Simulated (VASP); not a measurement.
Write the native input for VASP 6.6.1 that does the following.

* Task: single point
* Functional: PBE
* Potentials or basis: VASP PAW PBE potentials, release 64 (P, Ga_d, Sb_d_GW)
* Cutoff: 500 eV
* k mesh: 6 × 6 × 4
* Occupations: fermi-dirac, width 0.02 eV
* Spin: no spin polarisation
* Dipole correction: no
* Further INCAR settings: ALGO = Normal; EDIFF = 1e-06; NBANDS = 31

The structure of Ga2SbP lies in POSCAR:

```
Ga2SbP
1.0
    4.0926218735      0.0000000000      0.0000000000
    0.0000000000      4.0926218735      0.0000000000
    0.0000000000      0.0000000000      5.7135384487
P Ga Sb
1 2 1
Direct
    0.0000000000      0.0000000000      0.0000000000
    0.0000000000      0.5000000000      0.7763839162
    0.5000000000      0.0000000000      0.2236160838
    0.5000000000      0.5000000000      0.5000000000
```

This cell differs from its parent crystal: uniaxial z strain -1.6%.

One way to write it, as run:

INCAR

```
SYSTEM = Ga2SbP
PREC = Accurate
ENCUT = 500
EDIFF = 1E-6
ISMEAR = -1
SIGMA = 0.02
LREAL = .False.
LASPH = .True.
NELM = 120
ALGO = Normal
ISIF = 2
LWAVE = .False.
LCHARG = .True.
GGA = PE
LELF = .True.
LVHAR = .True.
NBANDS = 31
GGA_COMPAT = .False.
```

KPOINTS

```
Automatic mesh
0
Gamma
  6 6 4
  0 0 0
```

Potentials or basis: VASP PAW PBE potentials, release 64 (P, Ga_d, Sb_d_GW).

Command:

```sh
$ cat potpaw_PBE.64/P/POTCAR potpaw_PBE.64/Ga_d/POTCAR potpaw_PBE.64/Sb_d_GW/POTCAR > POTCAR
$ mpirun -np 1 vasp_std > vasp.out
```

Results of the run:

| Item | Value |
| --- | --- |
| Pressure | 3.3 GPa |
| Largest force | 0.063 eV/Å |
| Band gap on the k mesh | 0.21 eV |

Caveat: the cell differs from its parent crystal (uniaxial z strain -1.6%); the cell stands under pressure; semilocal functionals underestimate gaps, and a narrow one can read as zero; spin-orbit coupling is left out, which moves the levels of the heavy elements.

It took 75 s on 1 thread of Intel(R) Xeon(R) Platinum 8488C (Sapphire Rapids), with other jobs on the host, peak memory 0.25 GiB.
